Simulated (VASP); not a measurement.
Input of a VASP 6.6.1 run:

INCAR

```
SYSTEM = Ir
PREC = Accurate
ENCUT = 600
EDIFF = 1E-6
ISMEAR = -1
SIGMA = 0.05
LREAL = .False.
LASPH = .True.
NELM = 100
ALGO = Normal
ISIF = 3
LWAVE = .False.
LCHARG = .False.
GGA = RP
IVDW = 12
IBRION = 2
NSW = 60
EDIFFG = -0.01
```

KPOINTS

```
Automatic mesh
0
Gamma
  12 12 12
  0 0 0
```

File POSCAR:

```
Ir
1.0
    0.0000000000      1.9156000000      1.9156000000
    1.9156000000      0.0000000000      1.9156000000
    1.9156000000      1.9156000000      0.0000000000
Ir
1
Direct
    0.0000000000      0.0000000000      0.0000000000
```

Potentials or basis: VASP PAW PBE potentials, release 64 (Ir).

Run with:

```console
$ cat potpaw_PBE.64/Ir/POTCAR > POTCAR
$ mpirun -np 1 vasp_std > vasp.out
```

Question: Predict the relaxed volume.

Answer: 12.99 Å³/atom.

Question: Predict the space group after relaxing (to 0.05 Å).

Answer: Fm-3m (No. 225).

Question: Estimate the dispersion energy per atom.

Answer: -4.566 eV.

Final structure:
```
Ir
1.0
     0.00000    1.86601    1.86601
     1.86601    0.00000    1.86601
     1.86601    1.86601    0.00000
Ir
1
Cartesian
  0.0000 0.0000 0.0000
```

Caveat: the PAW data sets were made with another functional, which shifts forces and pressure a little; pairwise dispersion overbinds metals, which lowers pressure and volume.
